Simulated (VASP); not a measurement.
Here is a VASP 6.6.1 calculation.

Contents of INCAR:

```
ALGO = Normal ; EDIFF = 1E-6
ENCUT = 520 ; GGA = PE
ISIF = 2 ; ISMEAR = -1
LASPH = T ; LCHARG = T
LELF = T ; LREAL = Auto
LVHAR = T ; LWAVE = F
NBANDS = 90 ; NELECT = 134.0
NELM = 80 ; PREC = Accurate
SIGMA = 0.01
```

File KPOINTS:

```
k-points
0
Gamma
  1 1 1
```

Contents of POSCAR:

```
NaSi16C16
1.0
    6.1879230300      0.0000000600      0.0000000000
   -3.0939615600      5.3588985100      0.0000000000
    0.0000000000      0.0000000000     10.1287833600
Si C Na
16 16 1
Direct
    0.3430767637      0.1564455789      0.9479144394
    0.1666086952      0.3329051645      0.4377546486
   -0.0049719764     -0.0102884948      0.6822679244
   -0.0001975484     -0.0007018233      0.1901849345
    0.3430754050      0.6858450431      0.9479122673
    0.1661803582      0.8326888411      0.4371504299
   -0.0049669075      0.5045137532      0.6822694054
   -0.0001961726      0.4996995175      0.1901796032
    0.8136622111      0.1564312050      0.9479165127
    0.6668271443      0.3333461077      0.4371596116
    0.4999528727     -0.0004079252      0.6827784497
    0.4999385863     -0.0004161359      0.1998594429
    0.8332684662      0.6662339179      0.9377730437
    0.6668246588      0.8327018979      0.4371597104
    0.5097856189      0.5045102019      0.6822739469
    0.5002059935      0.4997118279      0.1901860205
    0.3377163485      0.1618257890      0.7470214073
    0.1666064175      0.3328977003      0.2483231115
   -0.0003554489     -0.0010373400      0.4978724315
    0.0000392277     -0.0002153428     -0.0001634945
    0.3377016051      0.6751236234      0.7470262450
    0.1650206561      0.8321034597      0.2497168623
   -0.0003584426      0.4998850034      0.4978737150
    0.0000437176      0.4994472269     -0.0001650741
    0.8244222036      0.1617929410      0.7469941582
    0.6674074375      0.3345060476      0.2497263403
    0.4999365354     -0.0004153895      0.4946875475
    0.4999323417     -0.0004273322      0.0124269614
    0.8332641425      0.6662236546      0.7475529618
    0.6674012821      0.8321243538      0.2497243657
    0.5005539024      0.4998911558      0.4978776642
    0.4997073702      0.4994683077     -0.0001611250
    0.1665908387      0.3329075904      0.8404401296
```

Potentials or basis: VASP PAW PBE potentials, release 64 (Si, C, Na_pv).

Launch:

```sh
$ cat potpaw_PBE.64/Si/POTCAR potpaw_PBE.64/C/POTCAR potpaw_PBE.64/Na_pv/POTCAR > POTCAR
$ mpirun -np 1 vasp_gam > vasp.out
```

(1) Predict the largest force.

Results:

(1) 0.062 eV/Å.

Caveat: the k points lie up to 1.17 Å⁻¹ apart; the cell carries a net charge on a neutralising background, which shifts energy and pressure.
